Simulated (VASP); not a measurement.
# PbSe in VASP: a series of runs, part 2 of 2

VASP 6.6.1.

### Step 3. Single point, PBEsol (strained and its atoms moved)

Input file INCAR:

```
SYSTEM = PbSe
PREC     = Accurate       ! precision mode
ENCUT    = 520            ! plane-wave cutoff, eV
EDIFF    = 1E-6           ! SCF threshold, eV
ISMEAR   = 0              ! smearing method
SIGMA    = 0.02           ! smearing width, eV
LREAL    = .False.        ! projectors in reciprocal space
LASPH    = .True.         ! aspherical terms in the spheres
NELM     = 80             ! most SCF steps
ALGO     = Normal         ! electronic algorithm
ISIF     = 2              ! what is computed and relaxed
LWAVE    = .False.        ! write WAVECAR
LCHARG   = .False.        ! write CHGCAR
GGA      = PS             ! functional
NBANDS   = 28             ! bands
```

Input file KPOINTS:

```
regular mesh
0
Gamma
  6 6 6
  0 0 0
```

Input file POSCAR:

```
PbSe
1.0
    0.0000000000     11.3686897002      2.9634329929
    3.1345212928      0.0038130392      2.9487920182
    3.1345212928     11.3648766610      0.0146409748
Pb Se
2 2
Direct
    0.1961453639      0.8091753915      0.1908246085
    0.8023879737      0.1899291005      0.8100708995
    0.6699589082      0.2927915212      0.7072084788
    0.2975087542      0.6741049868      0.3258950132
```

Potentials or basis: VASP PAW PBE potentials, release 64 (Pb_d, Se).

Run with:

```
cat potpaw_PBE.64/Pb_d/POTCAR potpaw_PBE.64/Se/POTCAR > POTCAR
mpirun -np 1 vasp_std > vasp.out
```

OUTCAR:

```text
SYSTEM = PbSe
   PREC = Accurate
   ENCUT = 520
   EDIFF = 1E-6
   ISMEAR = 0
   LREAL = .False.
   LASPH = .True.
   NELM = 80
   ISIF = 2
   GGA = PS

 ion  position               nearest neighbor table
   1  0.196  0.809  0.191-   4 2.69   3 2.83   3 3.08   3 3.14   3 3.14   2 3.88   2 3.93   2 4.05
                             2 4.05
   2  0.802  0.190  0.810-   3 2.68   4 2.89   4 3.01   4 3.14   4 3.14   1 3.88   1 3.93   1 4.05
                             1 4.05
   3  0.670  0.293  0.707-   2 2.68   1 2.83   1 3.08   1 3.14   1 3.14
   4  0.298  0.674  0.326-   1 2.69   2 2.89   2 3.01   2 3.14   2 3.14

  LATTYP: Found a base centered monoclinic cell.
 ALAT       =     5.8975889669
 B/A-ratio  =     1.0629839788
 C/A-ratio  =     1.9895995464
 COS(beta)  =    -0.2488066734

  Lattice vectors:

 A1 = (  -3.1345212928,   0.0038130392,   2.9487920181)
 A2 = (   3.1345212928,   0.0038130392,   2.9487920182)
 A3 = (   0.0000000000,  11.3610636218,  -2.9341510434)

Analysis of symmetry for initial positions (statically):
=====================================================================
 Subroutine PRICEL returns:
 Original cell was already a primitive cell.

 Routine SETGRP: Setting up the symmetry group for a
 base centered monoclinic supercell.

 Subroutine GETGRP returns: Found  2 space group operations
 (whereof  2 operations were pure point group operations)
 out of a pool of  4 trial point group operations.

The static configuration has the point symmetry C_1h.

Analysis of symmetry for dynamics (positions and initial velocities):
=====================================================================
 Subroutine PRICEL returns:
 Original cell was already a primitive cell.

 Routine SETGRP: Setting up the symmetry group for a
 base centered monoclinic supercell.

 Subroutine GETGRP returns: Found  2 space group operations
 (whereof  2 operations were pure point group operations)
 out of a pool of  4 trial point group operations.

The dynamic configuration has the point symmetry C_1h.

 Subroutine INISYM returns: Found  2 space group operations
 (whereof  2 operations are pure point group operations),
 and found     1 'primitive' translations

----------------------------------------------------------------------------------------

                                     Primitive cell

  volume of cell :     210.0919

  direct lattice vectors                    reciprocal lattice vectors
     0.000000000 11.368689700  2.963432993    -0.159513991  0.043776832  0.169504351
     3.134521293  0.003813039  2.948792018     0.159513991 -0.044213711  0.169618130
     3.134521293 11.364876661  0.014640975     0.159513991  0.044213711 -0.169618130

  length of vectors
    11.748576110  4.303558137 11.789226421     0.236839290  0.237001847  0.237001847

  position of ions in fractional coordinates (direct lattice)
     0.196145364  0.809175391  0.190824609
     0.802387974  0.189929101  0.810070899
     0.669958908  0.292791521  0.707208479
     0.297508754  0.674104987  0.325895013

  ion indices of the primitive-cell ions
   primitive index   ion index
                 1           1
                 2           2
                 3           3
                 4           4

[... 26 lines left out ...]
 Following reciprocal coordinates:
            Coordinates               Weight
  0.000000  0.000000  0.000000      1.000000
  0.166667  0.000000  0.000000      4.000000
  0.333333  0.000000  0.000000      4.000000
  0.500000  0.000000 -0.000000      2.000000
 -0.000000  0.166667 -0.000000      4.000000
  0.166667  0.166667  0.000000      2.000000
[... 16 lines left out ...]
  0.500000  0.000000  0.166667      4.000000
 -0.333333  0.000000  0.166667      4.000000
 [... further k-points ...]
   k-points           NKPTS =     68   k-points in BZ     NKDIM =     68   number of bands    NBANDS=     28
   number of dos      NEDOS =    301   number of ions     NIONS =      4
   total plane-waves  NPLWV = 259200
   dimension x,y,z NGX =    90 NGY =   32 NGZ =   90
   dimension x,y,z NGXF=   180 NGYF=   64 NGZF=  180
   ions per type =               2   2
   NGX,Y,Z   is equivalent  to a cutoff of  12.74, 12.36, 12.69 a.u.
   NGXF,Y,Z  is equivalent  to a cutoff of  25.47, 24.72, 25.38 a.u.
 SYSTEM =  PbSe
   PREC   = accura    normal or accurate (medium, high low for compatibility)
   ISTART =      0    job   : 0-new  1-cont  2-samecut
   ICHARG =      2    charge: 1-file 2-atom 10-const
   ISPIN  =      1    spin polarized calculation?
   LNONCOLLINEAR =      F non collinear calculations
   LSORBIT =      F    spin-orbit coupling
   LASPH  =      T    aspherical Exc in radial PAW
   ENCUT  =  520.0 eV  38.22 Ry    6.18 a.u.  21.84  8.00 21.92*2*pi/ulx,y,z
   NELM   =     80;   NELMIN=  2; NELMDL= -5     # of ELM steps
   EDIFF  = 0.1E-05   stopping-criterion for ELM
   LREAL  =      F    real-space projection
   EDIFFG = 0.1E-04   stopping-criterion for IOM
   NSW    =      0    number of steps for IOM
   IBRION =     -1    ionic relax: 0-MD 1-quasi-New 2-CG
   NFREE  =      0    steps in history (QN), initial steepest desc. (CG)
   ISIF   =      2    stress and relaxation
   ISYM   =      2    0-nonsym 1-usesym 2-fastsym
   POTIM  = 0.5000    time-step for ionic-motion
   TEBEG  =    0.0;   TEEND  =   0.0 temperature during run
   PSTRESS=    0.0 pullay stress
   NELECT =      40.0000    total number of electrons
   NUPDOWN=      -1.0000    fix difference up-down
   EMIN   =  10.00;   EMAX   =-10.00  energy-range for DOS
   EFERMI =   0.00;   METHOD = LEGACY
   ISMEAR =     0;   SIGMA  =   0.02  broadening in eV -4-tet -1-fermi 0-gaus
   EFERMI_NEDOS =   21; number of points for ismear=-14 and -15
   IALGO  =     38    algorithm
   IMIX   =      4    mixing-type and parameters
     AMIX     =   0.40;   BMIX     =  1.00
     AMIX_MAG =   1.60;   BMIX_MAG =  1.00
  volume/ion in A,a.u.               =      52.52       354.44
  Fermi-wavevector in a.u.,A,eV,Ry     =   0.941799  1.779743 12.068177  0.886986
  Thomas-Fermi vector in A             =   2.069346
   LORBIT       =      0    0 simple, 1 ext, 2 COOP (PROOUT), +10 PAW based schemes
   GGA     = PS    functional components
   LHFCALC =     F    Hartree Fock is set to
   AEXX    =    0.0000 exact exchange contribution
   IVDW    =     0    specifies the selected vdW correction
   LEPSILON=     F    determine dielectric tensor
   LRPA    =     F    only Hartree local field effects (RPA)
 non-spin polarized calculation
 Gauss-broadening in eV      SIGMA  =   0.02
  energy-cutoff  :      520.00
  volume of cell :      210.09
 maximum number of plane-waves:      5690
 NGX is ok and might be reduce to    90
   NGX = 43   NGY = 15   NGZ = 43

 number of electron      40.0000000 magnetization

 Free energy of the ion-electron system (eV)
  ---------------------------------------------------
  ext. energy  EPLUGINS =         0.00000000
  ---------------------------------------------------
  free energy    TOTEN  =       -17.19315143 eV

  energy without entropy =      -17.19315143  energy(sigma->0) =      -17.19315143

 E-fermi :   0.4943     XC(G=0):  -5.9643

 val. band max:        0.3912376944   @ k =   0.1667   0.3333  -0.0000
 cond. band min:       1.8452371344   @ k =   0.5000   0.0000  -0.0000
 fundamental gap:      1.4539994399
 Fermi energy:         0.4942703557

 k-point     1 :       0.0000    0.0000    0.0000
  band No.  band energies     occupation
      1     -16.1449      2.00000
      2     -15.9687      2.00000
      3     -15.9586      2.00000
      4     -15.9347      2.00000
      5     -15.9330      2.00000
      6     -15.9252      2.00000
[... 733 lines left out ...]
     27       6.2110      0.00000
     28       6.8546      0.00000

 [... further k-points ...]

------------------------ aborting loop because EDIFF is reached ----------------------------------------

  FORCE on cell =-STRESS in cart. coord.  units (eV):
  Direction    XX          YY          ZZ          XY          YZ          ZX
  --------------------------------------------------------------------------------------
  -------------------------------------------------------------------------------------
  Total       -1.3042662      3.5553537      4.8983831     -0.0000000     -0.0703564     -0.0000000
  in kB       -9.9464354     27.1134027     37.3554497     -0.0000000     -0.5365437     -0.0000000
  external PRESSURE =      18.1741390 kB  Pullay stress =       0.0000000 kB

 VOLUME and BASIS-vectors are now :
 -----------------------------------------------------------------------------
  energy-cutoff  :      520.00
  volume of cell :      210.09
      direct lattice vectors                 reciprocal lattice vectors
     0.000000000 11.368689700  2.963432993    -0.159513991  0.043776832  0.169504351
     3.134521293  0.003813039  2.948792018     0.159513991 -0.044213711  0.169618130
     3.134521293 11.364876661  0.014640975     0.159513991  0.044213711 -0.169618130

 POSITION                                       TOTAL-FORCE (eV/Angst)
 -----------------------------------------------------------------------------------
      3.13452      4.40170      2.97015         0.000000     -0.699265     -0.308210
      3.13452     18.32918      2.94974         0.000000      0.805496     -0.081512
      3.13452     15.65501      2.85911         0.000000     -0.645867      0.326985
      3.13452      7.08861      2.87421         0.000000      0.539636      0.062738
 -----------------------------------------------------------------------------------
    total drift:                                0.000005      0.000006      0.000412

  FREE ENERGIE OF THE ION-ELECTRON SYSTEM (eV)
  ---------------------------------------------------
  free  energy   TOTEN  =       -17.1931514338 eV

  energy  without entropy=      -17.1931514338  energy(sigma->0) =      -17.19315143
```

Wall time 10 min (1 thread of Intel Xeon 6975P-C (Granite Rapids), shared host); peak memory 0.77 GiB.

Results:

```yaml
Free_energy: -17.1932 eV
Pressure: 1.8 GPa
Largest_force: 0.810 eV/Å
Band_gap_on_the_k_mesh: 1.45 eV (least direct gap 1.56 eV)
```

Forces in eV/Å, atoms in the order of the input:
```
Pb   0.000 -0.699 -0.308
Pb   0.000  0.805 -0.082
Se   0.000 -0.646  0.327
Se   0.000  0.540  0.063
```

Levels at points of the mesh, in eV from the valence-band top:
```
           k point  band 18  band 19  band 20  band 21  band 22  band 23
(0.00, 0.00, 0.00)    -1.92    -1.37    -0.65     2.25     3.93     4.00
(0.50, 0.00, 0.00)    -1.26    -0.17    -0.11     1.45     1.51     2.43
(0.00, 0.50, 0.00)    -1.26    -0.17    -0.11     1.46     1.51     2.43
(0.50, 0.50, 0.00)    -3.05    -1.85    -1.45     3.71     4.22     4.71
(0.50, 0.00, 0.50)    -1.92    -1.37    -0.65     2.09     4.00     4.36
(0.00, 0.50, 0.50)    -3.05    -1.85    -1.45     3.74     4.19     4.68
```

Caveat: the cell differs from its parent crystal (strained and its atoms moved); the PAW data sets were made with another functional, which shifts forces and pressure a little; spin-orbit coupling is left out, which moves the levels of the heavy elements.
